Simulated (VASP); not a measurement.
Input of a VASP 6.6.1 run:

Contents of POSCAR:

```
KI
1.0
    0.0000000000      3.5810736199      3.5810736199
    3.5810736199      0.0000000000      3.5810736199
    3.5810736199      3.5810736199      0.0000000000
K I
1 1
Direct
    0.0000000000      0.0000000000      0.0000000000
    0.5000000000      0.5000000000      0.5000000000
```

INCAR.step1

```
SYSTEM = KI
ALGO = Normal
EDIFF = 1E-4
ENCUT = 520
GGA = PE
ISMEAR = 0
LASPH = .True.
LCHARG = .False.
LREAL = .False.
LWAVE = .True.
NBANDS = 15
NELM = 100
PREC = Accurate
SIGMA = 0.02
```

File INCAR.step2:

```
SYSTEM = KI
ALGO = Normal
EDIFF = 1E-7
ENCUT = 520
ISIF = 2
ISMEAR = 0
ISTART = 1
LASPH = .True.
LCHARG = .False.
LMIXTAU = .True.
LREAL = .False.
LWAVE = .False.
METAGGA = R2SCAN
NBANDS = 15
NELM = 100
PREC = Accurate
SIGMA = 0.02
```

Contents of KPOINTS:

```
k-points
0
Gamma
  6 6 6
  0 0 0
```

Potentials or basis: VASP PAW PBE potentials, release 64 (K_sv, I).

Command:

```sh
$ cat potpaw_PBE.64/K_sv/POTCAR potpaw_PBE.64/I/POTCAR > POTCAR
$ cp INCAR.step1 INCAR
$ mpirun -np 1 vasp_std > vasp.out
$ cp INCAR.step2 INCAR
$ mpirun -np 1 vasp_std > vasp.out
```

(1) What does it give for the band gap on the k mesh?

(2) Predict the pressure.

Answers

(1) 4.51 eV, direct.

(2) -0.3 GPa.

Caveat: the PAW data sets were made with another functional, which shifts forces and pressure a little; spin-orbit coupling is left out, which moves the levels of the heavy elements.
